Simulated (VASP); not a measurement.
## KNi: single point with PBE

The system is KNi.

```
K Ni
1.0
     1.73473   -2.57238    0.00000
     1.73473    2.57238    0.00000
     0.00000    0.00000    4.95437
K Ni
1 1
Direct
  0.50000 0.50000 0.50000
  0.00000 0.00000 0.00000
```

```
Program                : VASP 6.6.1
Task                   : single point
Functional             : PBE
Potentials or basis    : VASP PAW PBE potentials, release 64 (K_sv, Ni)
Cutoff                 : 520 eV
k mesh                 : 9 × 9 × 6
Occupations            : fermi-dirac, width 0.05 eV
Spin                   : collinear spin, ferromagnetic start
Starting moments       : [0.0, 1.0] μB
Dipole correction      : no
Further INCAR settings : ALGO = Normal; EDIFF = 1e-06; NBANDS = 20
```

```json
{
  "Pressure": "0.3 GPa",
  "Net moment": "0.10 μB per cell",
  "Site moments": "K -0.00; Ni +0.12 μB",
  "Valence electrons inside the program's atomic spheres": "K 7.64; Ni 8.96"
}
```

Stress tensor (GPa, compression positive):
```
 1.06  0.00  0.00
 0.00 -2.75  0.00
 0.00  0.00  2.70
```

Levels at points of the mesh, in eV from the Fermi level:
Spin up:
| k point | band 7 | band 8 | band 9 | band 10 | band 11 | band 12 | band 13 | band 14 |
| --- | --- | --- | --- | --- | --- | --- | --- | --- |
| (0.00, 0.00, 0.00) | -0.95 | -0.53 | -0.44 | -0.28 | 2.48 | 2.62 | 5.09 | 7.52 |
| (0.00, 0.00, 0.50) | -0.93 | -0.73 | -0.49 | -0.35 | -0.29 | 4.33 | 5.06 | 7.44 |
Spin down:
```
           k point  band 5  band 6  band 7  band 8  band 9  band 10  band 11  band 12  band 13  band 14
(0.00, 0.00, 0.00)   -4.39   -1.13   -0.83   -0.36   -0.33    -0.18     2.50     2.59     5.09     7.52
(0.00, 0.00, 0.50)   -3.27   -1.02   -0.82   -0.63   -0.30    -0.28    -0.20     4.32     5.05     7.43
```

It took 97 s on 1 thread of Intel(R) Xeon(R) Platinum 8488C (Sapphire Rapids) (shared host), peak memory 0.27 GiB.
